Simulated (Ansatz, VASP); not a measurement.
**TiTe3: VASP beside Ansatz**

```
CELL_PARAMETERS angstrom
5.22650 0.00000 0.00000
-2.61325 4.52628 0.00000
0.00000 0.00000 5.31790
ATOMIC_POSITIONS crystal
Ti 0.00000 0.00000 0.00000
Te 0.00000 0.00000 0.50000
Te 0.33333 0.66667 0.00000
Te 0.66667 0.33333 0.00000
```

Alike in both runs: task relaxation of cell and atoms; functional PBE; k mesh 12 × 12 × 10; occupations gaussian, width 0.1 eV; no spin polarisation.

|  | VASP | Ansatz |
| --- | --- | --- |
| version | VASP 6.6.1 | Ansatz 0.2.0 |
| potentials or method | VASP PAW PBE potentials, release 64 (Ti_sv, Te), cutoff 500 eV | scalar-relativistic, plane waves, PAW |
| valence electrons in the cell | 30 | 60 |

```tsv
	VASP	Ansatz	Ansatz less VASP
gap on the k mesh at the Fermi level, each at its own relaxed structure (eV)	none	none	-
relaxed volume (Å³/atom)	31.45	31.45	0.000
relaxed cell length with the largest relative difference (Å)	5.226	5.226	0.0000
```

A gap of «none» marks a metal or a gap that the smearing closes. VASP's potentials hold 30 valence electrons a cell and Ansatz's 60, so a difference there can come from the potentials and not from the codes.

Neither program's run includes spin-orbit coupling. Noted on VASP's run: the relaxation stopped at its first step, so nothing moved.
